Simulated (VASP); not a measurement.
Write the native input for VASP 6.6.1 that does the following.

| Quantity | Value |
| --- | --- |
| Task | single point |
| Functional | BLYP |
| Potentials or basis | VASP PAW PBE potentials, release 64 (Cd, S) |
| Cutoff | 520 eV |
| k mesh | 7 × 7 × 5 |
| Occupations | fermi-dirac, width 0.05 eV |
| Spin | no spin polarisation |
| Dipole correction | no |
| Further INCAR settings | ALGO = Normal; EDIFF = 1e-06; NBANDS = 16 |

The structure of CdS lies in POSCAR:

```
CdS
1.0
    4.3183539098      0.0000000000      0.0000000000
   -2.1591769549      3.7398041884      0.0000000000
    0.0000000000      0.0000000000      7.1356502758
Cd S
1 1
Direct
    0.0000000000      0.0000000000      0.4373008831
    0.6666666667      0.3333333333      0.4396991169
```

One way to write it, as run:

INCAR

```
SYSTEM = CdS
PREC = Accurate
ENCUT = 520
EDIFF = 1E-6
ISMEAR = -1
SIGMA = 0.05
LREAL = .FALSE.
LASPH = .TRUE.
NELM = 100
ALGO = Normal
ISIF = 2
LWAVE = .FALSE.
LCHARG = .FALSE.
GGA = B5
ALDAX = 1.0
AGGAX = 1.0
AGGAC = 1.0
ALDAC = 0.0
NBANDS = 16
```

KPOINTS

```
regular mesh
0
G
  7 7 5
  0 0 0
```

Potentials or basis: VASP PAW PBE potentials, release 64 (Cd, S).

Launch:

```sh
$ cat potpaw_PBE.64/Cd/POTCAR potpaw_PBE.64/S/POTCAR > POTCAR
$ mpirun -np 1 vasp_std > vasp.out
```

Results of the run:

```json
{
 "Pressure": "0.1 GPa",
 "Band gap on the k mesh": "1.37 eV"
}
```

Caveat: the PAW data sets were made with another functional, which shifts forces and pressure a little.

Run time: 63 s on 1 thread of Intel(R) Xeon(R) Platinum 8488C (Sapphire Rapids), with other jobs on the host, peak memory 0.23 GiB.
